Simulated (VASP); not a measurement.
# K (Im-3m) in VASP: single point with PBEsol

Aim: the single point of K with PBEsol.

Everything below comes from runs of VASP 6.6.1. Logs are shortened: lines on timing, memory, paths and dates and some standing lists are left out, and cuts for length are marked.

## 1. The cell of the first run

Symmetry: Im-3m, No. 229, cubic system. Conventional cell: a = 5.225 Å, b = 5.225 Å, c = 5.225 Å, α = 90.00°, β = 90.00°, γ = 90.00°.

## 2. Single point, PBEsol

INCAR

```
SYSTEM = K
PREC = Accurate
ENCUT = 500
EDIFF = 1E-6
ISMEAR = 1
SIGMA = 0.05
LREAL = .FALSE.
LASPH = .TRUE.
NELM = 120
ALGO = Normal
ISIF = 2
LWAVE = .FALSE.
LCHARG = .FALSE.
GGA = PS
NBANDS = 10
GGA_COMPAT = .FALSE.
```

KPOINTS

```
regular mesh
0
G
  13 13 13
  0 0 0
```

POSCAR

```
K
1.0
   -2.6125000000      2.6125000000      2.6125000000
    2.6125000000     -2.6125000000      2.6125000000
    2.6125000000      2.6125000000     -2.6125000000
K
1
Direct
    0.0000000000      0.0000000000      0.0000000000
```

Potentials or basis: VASP PAW PBE potentials, release 64 (K_sv).

Launch:

```console
cat potpaw_PBE.64/K_sv/POTCAR > POTCAR
mpirun -np 1 vasp_std > vasp.out
```

OUTCAR:

```text
SYSTEM = K
   PREC = Accurate
   ENCUT = 500
   EDIFF = 1E-6
   ISMEAR = 1
   LREAL = .FALSE.
   LASPH = .TRUE.
   NELM = 120
   ISIF = 2
   GGA = PS

 ion  position               nearest neighbor table
   1  0.000  0.000  0.000-

  LATTYP: Found a body centered cubic cell.
 ALAT       =     5.2250000000

  Lattice vectors:

 A1 = (  -2.6125000000,   2.6125000000,   2.6125000000)
 A2 = (   2.6125000000,  -2.6125000000,   2.6125000000)
 A3 = (   2.6125000000,   2.6125000000,  -2.6125000000)

Analysis of symmetry for initial positions (statically):
=====================================================================
 Subroutine PRICEL returns:
 Original cell was already a primitive cell.

 Routine SETGRP: Setting up the symmetry group for a
 body centered cubic supercell.

 Subroutine GETGRP returns: Found 48 space group operations
 (whereof 48 operations were pure point group operations)
 out of a pool of 48 trial point group operations.

The static configuration has the point symmetry O_h .

Analysis of symmetry for dynamics (positions and initial velocities):
=====================================================================
 Subroutine PRICEL returns:
 Original cell was already a primitive cell.

 Routine SETGRP: Setting up the symmetry group for a
 body centered cubic supercell.

 Subroutine GETGRP returns: Found 48 space group operations
 (whereof 48 operations were pure point group operations)
 out of a pool of 48 trial point group operations.

The dynamic configuration has the point symmetry O_h .

 Subroutine INISYM returns: Found 48 space group operations
 (whereof 48 operations are pure point group operations),
 and found     1 'primitive' translations

----------------------------------------------------------------------------------------

                                     Primitive cell

  volume of cell :      71.3229

  direct lattice vectors                    reciprocal lattice vectors
    -2.612500000  2.612500000  2.612500000     0.000000000  0.191387560  0.191387560
     2.612500000 -2.612500000  2.612500000     0.191387560  0.000000000  0.191387560
     2.612500000  2.612500000 -2.612500000     0.191387560  0.191387560  0.000000000

  length of vectors
     4.524982735  4.524982735  4.524982735     0.270662883  0.270662883  0.270662883

  position of ions in fractional coordinates (direct lattice)
     0.000000000  0.000000000  0.000000000

  ion indices of the primitive-cell ions
   primitive index   ion index
                 1           1

----------------------------------------------------------------------------------------

 KPOINTS: regular mesh

Automatic generation of k-mesh.
 Grid dimensions read from file:
 generate k-points for:   13   13   13

 Generating k-lattice:

  Cartesian coordinates                     Fractional coordinates (reciprocal lattice)
     0.000000000  0.014722120  0.014722120     0.076923077  0.000000000  0.000000000
     0.014722120  0.000000000  0.014722120     0.000000000  0.076923077  0.000000000
     0.014722120  0.014722120  0.000000000     0.000000000  0.000000000  0.076923077

  Length of vectors
     0.020820222  0.020820222  0.020820222

  Shift w.r.t. Gamma in fractional coordinates (k-lattice)
     0.000000000  0.000000000  0.000000000

 Subroutine IBZKPT returns following result:
 ===========================================

 Found     84 irreducible k-points:

 Following reciprocal coordinates:
            Coordinates               Weight
  0.000000  0.000000  0.000000      1.000000
  0.076923  0.000000  0.000000     12.000000
  0.153846  0.000000  0.000000     12.000000
  0.230769  0.000000  0.000000     12.000000
  0.307692  0.000000  0.000000     12.000000
  0.384615  0.000000  0.000000     12.000000
[... 16 lines left out ...]
  0.153846  0.076923  0.076923     24.000000
  0.230769  0.076923  0.076923     24.000000
 [... further k-points ...]
   k-points           NKPTS =     84   k-points in BZ     NKDIM =     84   number of bands    NBANDS=     10
   number of dos      NEDOS =    301   number of ions     NIONS =      1
   total plane-waves  NPLWV =  46656
   dimension x,y,z NGX =    36 NGY =   36 NGZ =   36
   dimension x,y,z NGXF=    72 NGYF=   72 NGZF=   72
   ions per type =               1
   NGX,Y,Z   is equivalent  to a cutoff of  13.23, 13.23, 13.23 a.u.
   NGXF,Y,Z  is equivalent  to a cutoff of  26.45, 26.45, 26.45 a.u.
 SYSTEM =  K
   PREC   = accura    normal or accurate (medium, high low for compatibility)
   ISTART =      0    job   : 0-new  1-cont  2-samecut
   ICHARG =      2    charge: 1-file 2-atom 10-const
   ISPIN  =      1    spin polarized calculation?
   LNONCOLLINEAR =      F non collinear calculations
   LSORBIT =      F    spin-orbit coupling
   LASPH  =      T    aspherical Exc in radial PAW
   ENCUT  =  500.0 eV  36.75 Ry    6.06 a.u.   8.25  8.25  8.25*2*pi/ulx,y,z
   NELM   =    120;   NELMIN=  2; NELMDL= -5     # of ELM steps
   EDIFF  = 0.1E-05   stopping-criterion for ELM
   LREAL  =      F    real-space projection
   EDIFFG = 0.1E-04   stopping-criterion for IOM
   NSW    =      0    number of steps for IOM
   IBRION =     -1    ionic relax: 0-MD 1-quasi-New 2-CG
   NFREE  =      0    steps in history (QN), initial steepest desc. (CG)
   ISIF   =      2    stress and relaxation
   ISYM   =      2    0-nonsym 1-usesym 2-fastsym
   POTIM  = 0.5000    time-step for ionic-motion
   TEBEG  =    0.0;   TEEND  =   0.0 temperature during run
   PSTRESS=    0.0 pullay stress
   NELECT =       9.0000    total number of electrons
   NUPDOWN=      -1.0000    fix difference up-down
   EMIN   =  10.00;   EMAX   =-10.00  energy-range for DOS
   EFERMI =   0.00;   METHOD = LEGACY
   ISMEAR =     1;   SIGMA  =   0.05  broadening in eV -4-tet -1-fermi 0-gaus
   EFERMI_NEDOS =   21; number of points for ismear=-14 and -15
   IALGO  =     38    algorithm
   IMIX   =      4    mixing-type and parameters
     AMIX     =   0.40;   BMIX     =  1.00
     AMIX_MAG =   1.60;   BMIX_MAG =  1.00
  volume/ion in A,a.u.               =      71.32       481.31
  Fermi-wavevector in a.u.,A,eV,Ry     =   0.821131  1.551714  9.173822  0.674257
  Thomas-Fermi vector in A             =   1.932236
   LORBIT       =      0    0 simple, 1 ext, 2 COOP (PROOUT), +10 PAW based schemes
   GGA     = PS    functional components
   LHFCALC =     F    Hartree Fock is set to
   AEXX    =    0.0000 exact exchange contribution
   IVDW    =     0    specifies the selected vdW correction
   LEPSILON=     F    determine dielectric tensor
   LRPA    =     F    only Hartree local field effects (RPA)
 non-spin polarized calculation
 Methfessel and Paxton  Order N= 1 SIGMA  =   0.05
  energy-cutoff  :      500.00
  volume of cell :       71.32
 maximum number of plane-waves:      1865
 NGX is ok and might be reduce to    36
   NGX = 17   NGY = 17   NGZ = 17

 number of electron       9.0000000 magnetization

 Free energy of the ion-electron system (eV)
  ---------------------------------------------------
  ext. energy  EPLUGINS =         0.00000000
  ---------------------------------------------------
  free energy    TOTEN  =        -1.13273252 eV

  energy without entropy =       -1.13233608  energy(sigma->0) =       -1.13260037

 E-fermi :  -0.0679     XC(G=0):  -5.7734

 val. band max:       -0.1268327748   @ k =  -0.3077   0.3077   0.3077
 cond. band min:      -0.0655548416   @ k =  -0.3077   0.3846   0.2308
 fundamental gap:      0.0612779331
 Fermi energy:        -0.0679499227

 k-point     1 :       0.0000    0.0000    0.0000
  band No.  band energies     occupation
      1     -32.0746      2.00000
      2     -15.5820      2.00000
      3     -15.5820      2.00000
      4     -15.5820      2.00000
      5      -2.3033      2.00000
      6       4.2249      0.00000
      7       4.2249      0.00000
      8       4.2249      0.00000
      9       5.1648      0.00000
     10       5.1648      0.00000

 k-point     2 :       0.0769    0.0000    0.0000
  band No.  band energies     occupation
      1     -32.0744      2.00000
      2     -15.5865      2.00000
      3     -15.5835      2.00000
      4     -15.5820      2.00000
      5      -2.2277      2.00000
      6       4.1162      0.00000
      7       4.1253      0.00000
      8       4.2860      0.00000
      9       5.0197      0.00000
     10       5.1445      0.00000

 k-point     3 :       0.1538    0.0000    0.0000
  band No.  band energies     occupation
      1     -32.0736      2.00000
      2     -15.5988      2.00000
      3     -15.5876      2.00000
      4     -15.5820      2.00000
      5      -2.0039      2.00000
      6       3.6876      0.00000
      7       3.8848      0.00000
      8       4.4675      0.00000
      9       4.9108      0.00000
     10       5.1093      0.00000

 k-point     4 :       0.2308    0.0000    0.0000
  band No.  band energies     occupation
      1     -32.0725      2.00000
      2     -15.6161      2.00000
      3     -15.5933      2.00000
      4     -15.5820      2.00000
      5      -1.6410      2.00000
      6       3.0326      0.00000
      7       3.6055      0.00000
      8       4.7651      0.00000
      9       4.9617      0.00000
     10       5.1090      0.00000
[... 222 lines left out ...]
 k-point    22 :       0.0769    0.0769    0.0769
  band No.  band energies     occupation
      1     -32.0731      2.00000
      2     -15.6075      2.00000
      3     -15.5852      2.00000
      4     -15.5852      2.00000
      5      -1.8572      2.00000
      6       3.5466      0.00000
      7       3.5466      0.00000
      8       4.5786      0.00000
      9       5.0731      0.00000
     10       5.0731      0.00000

 k-point    23 :       0.1538    0.0769    0.0769
  band No.  band energies     occupation
      1     -32.0722      2.00000
      2     -15.6221      2.00000
      3     -15.5912      2.00000
      4     -15.5855      2.00000
      5      -1.4985      2.00000
      6       2.9839      0.00000
      7       3.2416      0.00000
      8       4.7930      0.00000
      9       5.0988      0.00000
     10       5.2323      0.00000

 k-point    24 :       0.2308    0.0769    0.0769
  band No.  band energies     occupation
      1     -32.0711      2.00000
      2     -15.6362      2.00000
      3     -15.5988      2.00000
      4     -15.5858      2.00000
      5      -1.0163      2.00000
      6       2.3368      0.00000
      7       2.9973      0.00000
      8       4.9362      0.00000
      9       5.2242      0.00000
     10       5.3642      0.00000

 [... further k-points ...]

------------------------ aborting loop because EDIFF is reached ----------------------------------------

  FORCE on cell =-STRESS in cart. coord.  units (eV):
  Direction    XX          YY          ZZ          XY          YZ          ZX
  --------------------------------------------------------------------------------------
  -------------------------------------------------------------------------------------
  Total       -0.0160946     -0.0160946     -0.0160946     -0.0000000      0.0000000      0.0000000
  in kB       -0.3615442     -0.3615442     -0.3615442     -0.0000000      0.0000000      0.0000000
  external PRESSURE =      -0.3615442 kB  Pullay stress =       0.0000000 kB

 VOLUME and BASIS-vectors are now :
 -----------------------------------------------------------------------------
  energy-cutoff  :      500.00
  volume of cell :       71.32
      direct lattice vectors                 reciprocal lattice vectors
    -2.612500000  2.612500000  2.612500000     0.000000000  0.191387560  0.191387560
     2.612500000 -2.612500000  2.612500000     0.191387560  0.000000000  0.191387560
     2.612500000  2.612500000 -2.612500000     0.191387560  0.191387560  0.000000000

 POSITION                                       TOTAL-FORCE (eV/Angst)
 -----------------------------------------------------------------------------------
      0.00000      0.00000      0.00000        -0.000000     -0.000000      0.000000
 -----------------------------------------------------------------------------------
    total drift:                               -0.000000      0.000000      0.000000

  FREE ENERGIE OF THE ION-ELECTRON SYSTEM (eV)
  ---------------------------------------------------
  free  energy   TOTEN  =        -1.1327325177 eV

  energy  without entropy=       -1.1323360759  energy(sigma->0) =       -1.13260037
```

Wall time 36 s (1 thread of Intel Xeon Platinum 8488C (Sapphire Rapids), shared host); peak memory 0.22 GiB.

What came out:

- Free energy: -1.1327 eV
- Pressure: 0.0 GPa
- Band gap on the k mesh: zero (an odd number of electrons rules out a gap without spin polarisation)

Caveat: the PAW data sets were made with another functional, which shifts forces and pressure a little.

The gap in the log of VASP goes by the Fermi energy; the results here count the filled bands.